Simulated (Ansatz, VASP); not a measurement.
# Two plane-wave programs on Ag

File INCAR:

```
ALGO = Normal
EDIFF = 1E-7
ENCUT = 520
GGA = PS
ISIF = 2
ISMEAR = -1
LASPH = T
LCHARG = F
LREAL = F
LWAVE = F
NBANDS = 12
NELM = 100
PREC = Accurate
SIGMA = 0.15
```

KPOINTS

```
k-points
0
Gamma
  20 20 20
```

The input POSCAR:

```
Ag
1.0
   -1.6233838020      1.6233838020      1.6233838020
    1.6233838020     -1.6233838020      1.6233838020
    1.6233838020      1.6233838020     -1.6233838020
Ag
1
Direct
    0.0000000000      0.0000000000      0.0000000000
```

Input for Ansatz:

```yaml
crystal:
  lattice:
    - [-1.623383802, 1.623383802, 1.623383802]
    - [1.623383802, -1.623383802, 1.623383802]
    - [1.623383802, 1.623383802, -1.623383802]
  atoms:
    - { symbol: Ag, position: [0.0, 0.0, 0.0] }
basis:
  ecutwfc: 420
kpoints:
  mp_grid: { grid: [20, 20, 20] }
hamiltonian:
  xc: pbesol
scf:
  occupations: { method: fermi_dirac, width: 0.15 }
output:
  forces: true
  stress: true
  eigenvalues: true
  write_density: true
  write_potential: true
  elf: true
  volumetric_format: npy
```

Alike in both runs: task single point; functional PBEsol; k mesh 20 × 20 × 20; occupations fermi-dirac, width 0.15 eV; no spin polarisation.

|  | VASP | Ansatz |
| --- | --- | --- |
| version | VASP 6.6.1 | Ansatz 0.2.0 |
| potentials or method | VASP PAW PBE potentials, release 64 (Ag), cutoff 520 eV | scalar-relativistic, plane waves, PAW |
| valence electrons in the cell | 11 | 19 |

```tsv
	VASP	Ansatz	Ansatz less VASP
gap on the k mesh at the Fermi level (eV)	none	none	-
pressure (GPa)	-2.3	-2.2	+0.19
```

VASP's potentials were made for PBE, not for PBEsol. A gap of «none» marks a metal or a gap that the smearing closes. With one functional, cell and mesh, what is left measures potentials, basis and numerics. VASP's potentials hold 11 valence electrons a cell and Ansatz's 19, so a difference there can come from the potentials and not from the codes.
